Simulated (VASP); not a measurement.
# Li (Im-3m) in VASP: a series of runs

Li is run at these levels: LDA; tasks: single point, relaxation of cell and atoms.

Program: VASP 6.6.1. These are calculated values, not measurements. Logs are shortened: lines on timing, memory, paths and dates and some standing lists are left out, and cuts for length are marked.

### 1 The cell of the first run

Symmetry: Im-3m, No. 229, cubic system. Conventional cell: a = 3.364 Å, b = 3.364 Å, c = 3.364 Å, α = 90.00°, β = 90.00°, γ = 90.00°. Within 3.8 Å of Li (site symmetry m-3m) lie 14 Li at 2.91 to 3.36 Å.

### 2 Single point, LDA

Input file INCAR:

```
SYSTEM = Li
ALGO = Normal
EDIFF = 1E-7
ENCUT = 520
ISIF = 2
ISMEAR = 1
LASPH = .TRUE.
LCHARG = .TRUE.
LELF = .TRUE.
LREAL = .FALSE.
LVHAR = .TRUE.
LWAVE = .FALSE.
NBANDS = 8
NELM = 60
PREC = Accurate
SIGMA = 0.05
```

Input file KPOINTS:

```
k-points
0
G
  17 17 17
  0 0 0
```

Input file POSCAR:

```
Li
1.0
    2.9134053068     -0.0000000161     -0.0000000279
   -0.9711350870      2.7467848704     -0.0000000279
   -0.9711350870     -1.3733923949      2.3787854998
Li
1
Direct
    0.0000000000      0.0000000000      0.0000000000
```

Potentials or basis: VASP PAW LDA potentials, release 64 (Li_sv).

Launch:

```
> cat potpaw_LDA.64/Li_sv/POTCAR > POTCAR
> mpirun -np 1 vasp_std > vasp.out
```

OUTCAR:

```text
SYSTEM = Li
   EDIFF = 1E-7
   ENCUT = 520
   ISIF = 2
   ISMEAR = 1
   LASPH = .TRUE.
   LREAL = .FALSE.
   NELM = 60
   PREC = Accurate

 ion  position               nearest neighbor table
   1  0.000  0.000  0.000-

  LATTYP: Found a body centered cubic cell.
 ALAT       =     3.3641106763

  Lattice vectors:

 A1 = (   2.9134053068,  -0.0000000161,  -0.0000000279)
 A2 = (  -0.9711350870,   2.7467848704,  -0.0000000279)
 A3 = (  -0.9711350870,  -1.3733923949,   2.3787854998)

Analysis of symmetry for initial positions (statically):
=====================================================================
 Subroutine PRICEL returns:
 Original cell was already a primitive cell.

 Routine SETGRP: Setting up the symmetry group for a
 body centered cubic supercell.

 Subroutine GETGRP returns: Found 48 space group operations
 (whereof 48 operations were pure point group operations)
 out of a pool of 48 trial point group operations.

The static configuration has the point symmetry O_h .

Analysis of symmetry for dynamics (positions and initial velocities):
=====================================================================
 Subroutine PRICEL returns:
 Original cell was already a primitive cell.

 Routine SETGRP: Setting up the symmetry group for a
 body centered cubic supercell.

 Subroutine GETGRP returns: Found 48 space group operations
 (whereof 48 operations were pure point group operations)
 out of a pool of 48 trial point group operations.

The dynamic configuration has the point symmetry O_h .

 Subroutine INISYM returns: Found 48 space group operations
 (whereof 48 operations are pure point group operations),
 and found     1 'primitive' translations

----------------------------------------------------------------------------------------

                                     Primitive cell

  volume of cell :      19.0362

  direct lattice vectors                    reciprocal lattice vectors
     2.913405307 -0.000000016 -0.000000028     0.343240951  0.121354002  0.210191291
    -0.971135087  2.746784870 -0.000000028     0.000000004  0.364062006  0.210191291
    -0.971135087 -1.373392395  2.378785500     0.000000004  0.000000006  0.420382591

  length of vectors
     2.913405307  2.913405307  2.913405307     0.420382591  0.420382591  0.420382591

  position of ions in fractional coordinates (direct lattice)
[... 73 lines left out ...]
   LSORBIT =      F    spin-orbit coupling
   LASPH  =      T    aspherical Exc in radial PAW
   ENCUT  =  520.0 eV  38.22 Ry    6.18 a.u.   5.42  5.42  5.42*2*pi/ulx,y,z
   NELM   =     60;   NELMIN=  2; NELMDL= -5     # of ELM steps
   EDIFF  = 0.1E-06   stopping-criterion for ELM
   LREAL  =      F    real-space projection
   EDIFFG = 0.1E-05   stopping-criterion for IOM
   NSW    =      0    number of steps for IOM
   IBRION =     -1    ionic relax: 0-MD 1-quasi-New 2-CG
   NFREE  =      0    steps in history (QN), initial steepest desc. (CG)
   ISIF   =      2    stress and relaxation
   ISYM   =      2    0-nonsym 1-usesym 2-fastsym
   POTIM  = 0.5000    time-step for ionic-motion
   TEBEG  =    0.0;   TEEND  =   0.0 temperature during run
   PSTRESS=    0.0 pullay stress
   NELECT =       3.0000    total number of electrons
   NUPDOWN=      -1.0000    fix difference up-down
   EMIN   =  10.00;   EMAX   =-10.00  energy-range for DOS
   EFERMI =   0.00;   METHOD = LEGACY
   ISMEAR =     1;   SIGMA  =   0.05  broadening in eV -4-tet -1-fermi 0-gaus
   EFERMI_NEDOS =   21; number of points for ismear=-14 and -15
   IALGO  =     38    algorithm
   IMIX   =      4    mixing-type and parameters
     AMIX     =   0.40;   BMIX     =  1.00
     AMIX_MAG =   1.60;   BMIX_MAG =  1.00
  volume/ion in A,a.u.               =      19.04       128.46
  Fermi-wavevector in a.u.,A,eV,Ry     =   0.884277  1.671041 10.639018  0.781946
  Thomas-Fermi vector in A             =   2.005155
   LORBIT       =      0    0 simple, 1 ext, 2 COOP (PROOUT), +10 PAW based schemes
   GGA     = CA    functional components
   LHFCALC =     F    Hartree Fock is set to
   AEXX    =    0.0000 exact exchange contribution
   IVDW    =     0    specifies the selected vdW correction
   LEPSILON=     F    determine dielectric tensor
   LRPA    =     F    only Hartree local field effects (RPA)
 non-spin polarized calculation
 Methfessel and Paxton  Order N= 1 SIGMA  =   0.05
  energy-cutoff  :      520.00
  volume of cell :       19.04
 maximum number of plane-waves:       533
 NGX is ok and might be reduce to    24
   NGX = 11   NGY = 11   NGZ = 11

 number of electron       3.0000006 magnetization

 Free energy of the ion-electron system (eV)
  ---------------------------------------------------
  ext. energy  EPLUGINS =         0.00000000
  ---------------------------------------------------
  free energy    TOTEN  =        -2.04317465 eV

  energy without entropy =       -2.04314043  energy(sigma->0) =       -2.04316324

 E-fermi :   0.8296     XC(G=0):  -7.3043

 val. band max:        0.8263341303   @ k =   0.2353   0.1765   0.1176
 cond. band min:       0.8357793335   @ k =  -0.2941   0.4118   0.1765
 fundamental gap:      0.0094452032
 Fermi energy:         0.8296219469

 k-point     1 :       0.0000    0.0000    0.0000
  band No.  band energies     occupation
      1     -44.7461      2.00000
      2      -2.7891      2.00000
      3      15.7831      0.00000
      4      15.7832      0.00000
      5      15.7832      0.00000
      6      20.9416      0.00000
      7      20.9416      0.00000
      8      20.9416      0.00000
[... 243 lines left out ...]
 k-point    24 :       0.1765    0.1765    0.0000
  band No.  band energies     occupation
      1     -44.7272      2.00000
      2      -1.0083      2.00000
      3       9.0665      0.00000
      4      10.4612      0.00000
      5      12.9044      0.00000
      6      18.2511      0.00000
      7      18.8787      0.00000
      8      21.9587      0.00000

 [... further k-points ...]
[... 5 lines left out ...]
  --------------------------------------------------------------------------------------
  -------------------------------------------------------------------------------------
  Total       -0.0152366     -0.0152366     -0.0152366     -0.0000000     -0.0000000     -0.0000000
  in kB       -1.2823871     -1.2823871     -1.2823871     -0.0000000     -0.0000000     -0.0000000
  external PRESSURE =      -1.2823871 kB  Pullay stress =       0.0000000 kB

 VOLUME and BASIS-vectors are now :
 -----------------------------------------------------------------------------
  energy-cutoff  :      520.00
  volume of cell :       19.04
      direct lattice vectors                 reciprocal lattice vectors
     2.913405307 -0.000000016 -0.000000028     0.343240951  0.121354002  0.210191291
    -0.971135087  2.746784870 -0.000000028     0.000000004  0.364062006  0.210191291
    -0.971135087 -1.373392395  2.378785500     0.000000004  0.000000006  0.420382591

 POSITION                                       TOTAL-FORCE (eV/Angst)
 -----------------------------------------------------------------------------------
      0.00000      0.00000      0.00000         0.000000     -0.000000      0.000000
 -----------------------------------------------------------------------------------
    total drift:                                0.000000      0.000000     -0.000000

  FREE ENERGIE OF THE ION-ELECTRON SYSTEM (eV)
  ---------------------------------------------------
  free  energy   TOTEN  =        -2.0431746460 eV

  energy  without entropy=       -2.0431404336  energy(sigma->0) =       -2.04316324
```

OSZICAR:

```text
N       E                     dE             d eps       ncg     rms          rms(c)
DAV:   1    -0.121883794950E+00   -0.12188E+00   -0.73639E+02  2688   0.259E+02
DAV:   2    -0.201230355752E+01   -0.18904E+01   -0.18298E+01  3816   0.353E+01
DAV:   3    -0.204386145039E+01   -0.31558E-01   -0.31502E-01  2976   0.346E+00
DAV:   4    -0.204437111492E+01   -0.50966E-03   -0.50965E-03  3952   0.347E-01
DAV:   5    -0.204437295750E+01   -0.18426E-05   -0.18425E-05  3104   0.139E-02    0.193E-01
DAV:   6    -0.204354707828E+01    0.82588E-03   -0.42642E-04  4168   0.813E-02    0.112E-01
DAV:   7    -0.204317274101E+01    0.37434E-03   -0.95738E-04  4120   0.123E-01    0.317E-02
DAV:   8    -0.204317435139E+01   -0.16104E-05   -0.14748E-05  2872   0.339E-02    0.129E-03
DAV:   9    -0.204317458334E+01   -0.23195E-06   -0.83110E-07  3472   0.743E-03    0.686E-04
DAV:  10    -0.204317464604E+01   -0.62698E-07   -0.93590E-08  1784   0.170E-03
   1 F= -.20431746E+01 E0= -.20431632E+01  d E =-.342125E-04
```

stdout:

```text
POSCAR found type information on POSCAR Li
 POSCAR found :  1 types and       1 ions
 scaLAPACK will be used
 LDA part: xc-table for (Slater(with rela. corr.)+CA(PZ))
 , standard interpolation
 POSCAR, INCAR and KPOINTS ok, starting setup
 FFT: planning ... GRIDC
 FFT: planning ... GRID_SOFT
 FFT: planning ... GRID
 WAVECAR not read
 entering main loop
```

Wall time 36 s (1 thread of Oxide Virtual Turin-like, shared host); peak memory 0.1 GiB.

Results:

```
Free energy            : -2.0432 eV
Band gap on the k mesh : zero (an odd number of electrons rules out a gap without spin polarisation)
```

Levels at points of the mesh, in eV from the Fermi level:
```
           k point  band 1  band 2  band 3  band 4  band 5  band 6  band 7
(0.00, 0.00, 0.00)  -45.58   -3.62   14.95   14.95   14.95   20.11   20.11
```

Caveat: the cutoff is under 1.25 times the usual one of these potentials, so pressure, stress and relaxed cells hold a basis-set (Pulay) error.

### 3 Relaxation of cell and atoms, LDA

This run uses another cell than the first one, of 21.61 Å³/atom.

Input file INCAR:

```
PREC     = Accurate       # precision mode
ENCUT    = 600            # plane-wave cutoff, eV
EDIFF    = 1E-7           # SCF threshold, eV
ISMEAR   = 1              # smearing method
SIGMA    = 0.05           # smearing width, eV
LREAL    = False          # projectors in reciprocal space
LASPH    = True           # aspherical terms in the spheres
NELM     = 80             # most SCF steps
ALGO     = Normal         # electronic algorithm
ISIF     = 3              # what is computed and relaxed
LWAVE    = False          # write WAVECAR
LCHARG   = False          # write CHGCAR
IBRION   = 2              # ionic algorithm
NSW      = 80             # ionic steps
EDIFFG   = -0.01          # ionic threshold
```

Input file KPOINTS:

```
regular mesh
0
Gamma
  17 17 17
```

Input file POSCAR:

```
Li
1.0
    3.0391430000      0.0000000000      0.0000000000
   -1.0130476349      2.8653315103      0.0000000000
   -1.0130476349     -1.4326656878      2.4814499170
Li
1
Direct
    0.0000000000      0.0000000000      0.0000000000
```

Potentials or basis: VASP PAW LDA potentials, release 64 (Li_sv).

Launch:

```
> cat potpaw_LDA.64/Li_sv/POTCAR > POTCAR
> mpirun -np 1 vasp_std > vasp.out
```

It took 61 s on 1 thread of Oxide Virtual Turin-like, shared host; peak memory 0.1 GiB.

It converged, with:

```
Free energy                           : -2.0461 eV
Relaxed volume                        : 18.68 Å³/atom
Relaxed cell                          : a = 2.895 Å, b = 2.895 Å, c = 2.895 Å, α = 109.47°, β = 109.47°, γ = 109.47°
Space group after relaxing (to 0.1 Å) : Im-3m (No. 229)
Energy gained by relaxing             : 16.8 meV/atom
Ionic steps                           : 4
Pressure after relaxing               : 0.1 GPa
Band gap on the k mesh                : zero (an odd number of electrons rules out a gap without spin polarisation)
```

Step by step:
```
step  energy change (eV)  largest force (eV/Å)  pressure (GPa)  volume (Å³)
   1              0.0000                0.0000           -1.68        21.61
   2             -0.0067                0.0000           -1.38        20.91
   3             -0.0160                0.0000           -0.43        19.31
   4             -0.0168                0.0000            0.06        18.68
```

Final structure:
```xyz
1
Lattice="2.8952 0.0000 0.0000 -0.9651 2.7297 0.0000 -0.9651 -1.3648 2.3639" Properties=species:S:1:pos:R:3 pbc="T T T"
Li    2.8952    0.0000    0.0000
```

Levels at points of the mesh, in eV from the Fermi level:
```tsv
k point	band 1	band 2	band 3	band 4	band 5
(0.00, 0.00, 0.00)	-45.54	-3.64	15.16	15.16	15.16
```

Caveat: the cutoff is under 1.25 times the usual one of these potentials, so pressure, stress and relaxed cells hold a basis-set (Pulay) error. LDA usually gives volumes a few per cent too small.
